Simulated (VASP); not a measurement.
# Ta3N in VASP: further runs

Ta3N is run at these levels: PBEsol; tasks: single point.

Everything below comes from runs of VASP 6.6.1. Logs are shortened: lines on timing, memory, paths and dates and some standing lists are left out, and cuts for length are marked.

### 1 The cell of the first run

The structure is monoclinic, space group Cm (No. 8). The conventional cell has a = 5.197 Å, b = 3.001 Å, c = 7.450 Å, α = 90.00°, β = 90.00°, γ = 90.00°. Within 3.9 Å of Ta (site symmetry m) lie 12 Ta at 2.99 to 3.00 Å and 2 N at 3.73 Å. Ta (site symmetry m) has 3 N at 2.10 to 2.28 Å within 2.8 Å. Within 2.7 Å of Ta (site symmetry m) lie 3 N at 2.04 to 2.22 Å. N (site symmetry m) has 6 Ta at 2.04 to 2.28 Å within 2.7 Å.

### 2 Single point, PBEsol (atom 4 (N) moved by (+0.000, -0.150) A along x and y)

INCAR reads:

```
PREC = Accurate
ENCUT = 520
EDIFF = 1E-7
ISMEAR = 0
SIGMA = 0.15
LREAL = F
LASPH = T
NELM = 100
ALGO = Normal
ISIF = 2
LWAVE = F
LCHARG = F
GGA = PS
NBANDS = 27
```

KPOINTS reads:

```
Automatic mesh
0
Gamma
  18 18 8
```

POSCAR reads:

```
Ta3N
1.0
    3.0005045844      0.0000000000      0.0000000000
   -1.5002522922      2.5985131942      0.0000000000
    0.0000000000      0.0000000000      7.4499251172
Ta N
3 1
Direct
    0.0000000000      0.0000000000      0.5000000000
    0.3333333333      0.6666666667      0.1725859884
    0.6666666667      0.3333333333      0.8274140116
   -0.0288626589     -0.0577253178      0.0000000000
```

Potentials or basis: VASP PAW PBE potentials, release 64 (Ta_pv, N).

On the command line:

```
> cat potpaw_PBE.64/Ta_pv/POTCAR potpaw_PBE.64/N/POTCAR > POTCAR
> mpirun -np 1 vasp_std > vasp.out
```

OUTCAR:

```text
PREC = Accurate
   ENCUT = 520
   EDIFF = 1E-7
   ISMEAR = 0
   LREAL = F
   LASPH = T
   NELM = 100
   ISIF = 2
   GGA = PS

 ion  position               nearest neighbor table
   1  0.000  0.000  0.500-   2 2.99   3 2.99   2 2.99   3 2.99   3 2.99   2 2.99
   2  0.333  0.667  0.173-   4 2.10   4 2.10   4 2.28   1 2.99   1 2.99   1 2.99   3 3.10   3 3.10
                             3 3.10
   3  0.667  0.333  0.827-   4 2.04   4 2.22   4 2.22   1 2.99   1 2.99   1 2.99   2 3.10   2 3.10
                             2 3.10
   4  0.971  0.942  0.000-   3 2.04   2 2.10   2 2.10   3 2.22   3 2.22   2 2.28

  LATTYP: Found a hexagonal cell.
 ALAT       =     3.0005045844
 C/A-ratio  =     2.4828907631

  Lattice vectors:

 A1 = (   3.0005045844,   0.0000000000,   0.0000000000)
 A2 = (  -1.5002522922,   2.5985131942,   0.0000000000)
 A3 = (   0.0000000000,   0.0000000000,   7.4499251172)

Analysis of symmetry for initial positions (statically):
=====================================================================
 Subroutine PRICEL returns:
 Original cell was already a primitive cell.

 Routine SETGRP: Setting up the symmetry group for a
 hexagonal supercell.

 Subroutine GETGRP returns: Found  2 space group operations
 (whereof  2 operations were pure point group operations)
 out of a pool of 24 trial point group operations.

The static configuration has the point symmetry C_1h.

Analysis of symmetry for dynamics (positions and initial velocities):
=====================================================================
 Subroutine PRICEL returns:
 Original cell was already a primitive cell.

 Routine SETGRP: Setting up the symmetry group for a
 hexagonal supercell.

 Subroutine GETGRP returns: Found  2 space group operations
 (whereof  2 operations were pure point group operations)
 out of a pool of 24 trial point group operations.

The dynamic configuration has the point symmetry C_1h.

 Subroutine INISYM returns: Found  2 space group operations
 (whereof  2 operations are pure point group operations),
 and found     1 'primitive' translations

----------------------------------------------------------------------------------------

                                     Primitive cell

  volume of cell :      58.0860

  direct lattice vectors                    reciprocal lattice vectors
     3.000504584  0.000000000  0.000000000     0.333277278  0.192417726  0.000000000
    -1.500252292  2.598513194  0.000000000     0.000000000  0.384835452  0.000000000
     0.000000000  0.000000000  7.449925117     0.000000000  0.000000000  0.134229537

  length of vectors
     3.000504584  3.000504584  7.449925117     0.384835452  0.384835452  0.134229537

  position of ions in fractional coordinates (direct lattice)
     0.000000000  0.000000000  0.500000000
     0.333333333  0.666666667  0.172585988
     0.666666667  0.333333333  0.827414012
     0.971137341  0.942274682  0.000000000

  ion indices of the primitive-cell ions
   primitive index   ion index
                 1           1
                 2           2
                 3           3
                 4           4

----------------------------------------------------------------------------------------

 KPOINTS: Automatic mesh

Automatic generation of k-mesh.
 Grid dimensions read from file:
 generate k-points for:   18   18    8

 Generating k-lattice:

  Cartesian coordinates                     Fractional coordinates (reciprocal lattice)
     0.018515404  0.010689874  0.000000000     0.055555556  0.000000000  0.000000000
     0.000000000  0.021379747  0.000000000     0.000000000  0.055555556  0.000000000
     0.000000000  0.000000000  0.016778692     0.000000000  0.000000000  0.125000000

  Length of vectors
     0.021379747  0.021379747  0.016778692

  Shift w.r.t. Gamma in fractional coordinates (k-lattice)
     0.000000000  0.000000000  0.000000000

 Subroutine IBZKPT returns following result:
 ===========================================

 Found    695 irreducible k-points:

 Following reciprocal coordinates:
            Coordinates               Weight
  0.000000  0.000000  0.000000      1.000000
  0.055556  0.000000  0.000000      4.000000
  0.000000  0.055556  0.000000      2.000000
  0.111111  0.000000  0.000000      4.000000
  0.000000  0.111111  0.000000      2.000000
  0.166667  0.000000  0.000000      4.000000
[... 16 lines left out ...]
 -0.055556  0.166667  0.000000      4.000000
 -0.166667  0.111111  0.000000      4.000000
 [... further k-points ...]
   k-points           NKPTS =    695   k-points in BZ     NKDIM =    695   number of bands    NBANDS=     27
   number of dos      NEDOS =    301   number of ions     NIONS =      4
   total plane-waves  NPLWV =  32256
   dimension x,y,z NGX =    24 NGY =   24 NGZ =   56
   dimension x,y,z NGXF=    48 NGYF=   48 NGZF=  112
   ions per type =               3   1
   NGX,Y,Z   is equivalent  to a cutoff of  13.30, 13.30, 12.50 a.u.
   NGXF,Y,Z  is equivalent  to a cutoff of  26.59, 26.59, 24.99 a.u.
 SYSTEM =  unknown system
   PREC   = accura    normal or accurate (medium, high low for compatibility)
   ISTART =      0    job   : 0-new  1-cont  2-samecut
   ICHARG =      2    charge: 1-file 2-atom 10-const
   ISPIN  =      1    spin polarized calculation?
   LNONCOLLINEAR =      F non collinear calculations
   LSORBIT =      F    spin-orbit coupling
   LASPH  =      T    aspherical Exc in radial PAW
   ENCUT  =  520.0 eV  38.22 Ry    6.18 a.u.   5.58  5.58 13.85*2*pi/ulx,y,z
   NELM   =    100;   NELMIN=  2; NELMDL= -5     # of ELM steps
   EDIFF  = 0.1E-06   stopping-criterion for ELM
   LREAL  =      F    real-space projection
   EDIFFG = 0.1E-05   stopping-criterion for IOM
   NSW    =      0    number of steps for IOM
   IBRION =     -1    ionic relax: 0-MD 1-quasi-New 2-CG
   NFREE  =      0    steps in history (QN), initial steepest desc. (CG)
   ISIF   =      2    stress and relaxation
   ISYM   =      2    0-nonsym 1-usesym 2-fastsym
   POTIM  = 0.5000    time-step for ionic-motion
   TEBEG  =    0.0;   TEEND  =   0.0 temperature during run
   PSTRESS=    0.0 pullay stress
   NELECT =      38.0000    total number of electrons
   NUPDOWN=      -1.0000    fix difference up-down
   EMIN   =  10.00;   EMAX   =-10.00  energy-range for DOS
   EFERMI =   0.00;   METHOD = LEGACY
   ISMEAR =     0;   SIGMA  =   0.15  broadening in eV -4-tet -1-fermi 0-gaus
   EFERMI_NEDOS =   21; number of points for ismear=-14 and -15
   IALGO  =     38    algorithm
   IMIX   =      4    mixing-type and parameters
     AMIX     =   0.40;   BMIX     =  1.00
     AMIX_MAG =   1.60;   BMIX_MAG =  1.00
  volume/ion in A,a.u.               =      14.52        98.00
  Fermi-wavevector in a.u.,A,eV,Ry     =   1.421169  2.685620 27.479968  2.019721
  Thomas-Fermi vector in A             =   2.542007
   LORBIT       =      0    0 simple, 1 ext, 2 COOP (PROOUT), +10 PAW based schemes
   GGA     = PS    functional components
   LHFCALC =     F    Hartree Fock is set to
   AEXX    =    0.0000 exact exchange contribution
   IVDW    =     0    specifies the selected vdW correction
   LEPSILON=     F    determine dielectric tensor
   LRPA    =     F    only Hartree local field effects (RPA)
 non-spin polarized calculation
 Gauss-broadening in eV      SIGMA  =   0.15
  energy-cutoff  :      520.00
  volume of cell :       58.09
 maximum number of plane-waves:      1608
   NGX = 11   NGY = 11   NGZ = 27

 number of electron      37.9999994 magnetization

 Free energy of the ion-electron system (eV)
  ---------------------------------------------------
  ext. energy  EPLUGINS =         0.00000000
  ---------------------------------------------------
  free energy    TOTEN  =       -48.27299217 eV

  energy without entropy =      -48.23660616  energy(sigma->0) =      -48.25479916

 E-fermi :   6.7377     XC(G=0): -12.9654

 val. band max:        6.7373674919   @ k =   0.2222   0.1667   0.2500
 cond. band min:       6.7378904641   @ k =   0.1111   0.0000   0.1250
 fundamental gap:      0.0005229723
 Fermi energy:         6.7377055299

 k-point     1 :       0.0000    0.0000    0.0000
  band No.  band energies     occupation
      1     -28.3759      2.00000
      2     -28.0267      2.00000
      3     -27.6613      2.00000
      4     -27.6576      2.00000
      5     -27.6052      2.00000
      6     -27.6034      2.00000
[... 19 lines left out ...]
     26       9.4061      0.00000
     27      10.0566      0.00000

 k-point     2 :       0.0556    0.0000    0.0000
  band No.  band energies     occupation
      1     -28.3704      2.00000
      2     -28.0237      2.00000
      3     -27.6846      2.00000
      4     -27.6684      2.00000
      5     -27.6264      2.00000
      6     -27.6094      2.00000
[... 19 lines left out ...]
     26       9.4987      0.00000
     27      10.1938      0.00000

 k-point     3 :       0.0000    0.0556    0.0000
  band No.  band energies     occupation
      1     -28.3705      2.00000
      2     -28.0237      2.00000
      3     -27.6872      2.00000
      4     -27.6651      2.00000
      5     -27.6288      2.00000
      6     -27.6076      2.00000
[... 19 lines left out ...]
     26       9.5049      0.00000
     27      10.2336      0.00000

 k-point     4 :       0.1111    0.0000    0.0000
  band No.  band energies     occupation
      1     -28.3552      2.00000
      2     -28.0175      2.00000
      3     -27.7529      2.00000
      4     -27.7111      2.00000
      5     -27.6732      2.00000
      6     -27.6237      2.00000
[... 19 lines left out ...]
     26       9.9102      0.00000
     27      10.3851      0.00000
[... 516 lines left out ...]
      4     -27.7783      2.00000
      5     -27.6873      2.00000
      6     -27.6442      2.00000
[... 19 lines left out ...]
     26      10.1828      0.00000
     27      10.5494      0.00000

 k-point    23 :      -0.0556    0.1667    0.0000
  band No.  band energies     occupation
      1     -28.3425      2.00000
      2     -28.0171      2.00000
      3     -27.8104      2.00000
      4     -27.7684      2.00000
      5     -27.6940      2.00000
      6     -27.6405      2.00000
[... 19 lines left out ...]
     26      10.1206      0.00000
     27      10.6741      0.00000

 k-point    24 :      -0.1667    0.1111    0.0000
  band No.  band energies     occupation
      1     -28.3420      2.00000
      2     -28.0174      2.00000
      3     -27.8104      2.00000
      4     -27.7636      2.00000
      5     -27.7000      2.00000
      6     -27.6404      2.00000
[... 19 lines left out ...]
     26      10.2450      0.00000
     27      10.5979      0.00000

 [... further k-points ...]
[... 5 lines left out ...]
  --------------------------------------------------------------------------------------
  -------------------------------------------------------------------------------------
  Total        0.3581104      0.7907882      0.9574353      0.0000000      0.4808975      0.0000000
  in kB        9.8777119     21.8122085     26.4088134      0.0000000     13.2645329      0.0000000
  external PRESSURE =      19.3662446 kB  Pullay stress =       0.0000000 kB

 VOLUME and BASIS-vectors are now :
 -----------------------------------------------------------------------------
  energy-cutoff  :      520.00
  volume of cell :       58.09
      direct lattice vectors                 reciprocal lattice vectors
     3.000504584  0.000000000  0.000000000     0.333277278  0.192417726  0.000000000
    -1.500252292  2.598513194  0.000000000     0.000000000  0.384835452  0.000000000
     0.000000000  0.000000000  7.449925117     0.000000000  0.000000000  0.134229537

 POSITION                                       TOTAL-FORCE (eV/Angst)
 -----------------------------------------------------------------------------------
      0.00000      0.00000      3.72496         0.000000     -0.043739     -0.011176
     -0.00000      1.73234      1.28575         0.000000     -0.883239      0.351610
      1.50025      0.86617      6.16417        -0.000000     -1.203221     -0.428988
      1.50025      2.44851      0.00000        -0.000000      2.130199      0.088554
 -----------------------------------------------------------------------------------
    total drift:                               -0.000000      0.000109      0.000039

  FREE ENERGIE OF THE ION-ELECTRON SYSTEM (eV)
  ---------------------------------------------------
  free  energy   TOTEN  =       -48.2729921684 eV

  energy  without entropy=      -48.2366061601  energy(sigma->0) =      -48.25479916
```

Run time: 21 min. Hardware: 1 thread of Intel Xeon 8259CL, shared host; peak memory 0.9 GiB.

What came out:

* Free energy: -48.2730 eV
* Pressure: 1.9 GPa
* Largest force: 2.132 eV/Å
* Band gap on the k mesh: zero (bands 19 and 20 overlap by 0.95 eV)

Forces on the atoms (eV/Å):
```
Ta   0.000 -0.044 -0.011
Ta   0.000 -0.883  0.352
Ta   0.000 -1.203 -0.429
N    0.000  2.130  0.089
```

Caveat: the cell differs from its parent crystal (atom 4 (N) moved by (+0.000, -0.150) A along x and y); the PAW data sets were made with another functional, which shifts forces and pressure a little; spin-orbit coupling is left out, which moves the levels of the heavy elements.

[end of part 1 of 2]
